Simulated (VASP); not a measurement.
Set up this calculation in VASP 6.6.1, as the native input.

- Task: single point
- Functional: PBE
- Potentials or basis: VASP PAW PBE potentials, release 64 (Al, Ga_d, As)
- Cutoff: 520 eV
- k mesh: 3 × 3 × 6
- Occupations: gaussian, width 0.1 eV
- Spin: no spin polarisation
- Dipole correction: no
- Further INCAR settings: ALGO = Fast; EDIFF = 1e-06; NBANDS = 35

The structure of AlGa3As2 lies in POSCAR:

```
AlGa3As2
1.0
    6.2008390500      0.0000000000      0.0000000000
   -3.1004195300      5.3700841400      0.0000000000
    0.0000000000      0.0000000000      3.3478065300
Al Ga As
1 3 2
Direct
    0.0000000000      0.0000000000      0.0000000000
    0.5000000000      0.5000000000      0.5000000000
    0.5000000000      0.0000000000      0.5000000000
    0.0000000000      0.5000000000      0.5000000000
    0.6666666700      0.3333333300      0.0000000000
    0.3333333300      0.6666666700      0.0000000000
```

These files were run (other wordings do the same):

INCAR

```
SYSTEM = AlGa3As2
PREC = Accurate
ENCUT = 520
EDIFF = 1E-6
ISMEAR = 0
SIGMA = 0.1
LREAL = .FALSE.
LASPH = .TRUE.
NELM = 100
ALGO = Fast
ISIF = 2
LWAVE = .FALSE.
LCHARG = .TRUE.
GGA = PE
LELF = .TRUE.
LVHAR = .TRUE.
NBANDS = 35
```

KPOINTS

```
Automatic mesh
0
G
  3 3 6
  0 0 0
```

Potentials or basis: VASP PAW PBE potentials, release 64 (Al, Ga_d, As).

The run is started by

```bash
$ cat potpaw_PBE.64/Al/POTCAR potpaw_PBE.64/Ga_d/POTCAR potpaw_PBE.64/As/POTCAR > POTCAR
$ mpirun -np 1 vasp_std > vasp.out
```

Results of the run:

- Pressure: 17.8 GPa
- Band gap on the k mesh: zero (band 26 reaches 7.41 eV, above the bottom of band 27 at 5.25 eV)

Caveat: the k points lie up to 0.39 Å⁻¹ apart.

Run time: 85 s on 1 thread of Intel(R) Xeon(R) Platinum 8488C (Sapphire Rapids) (shared host), peak memory 0.26 GiB.
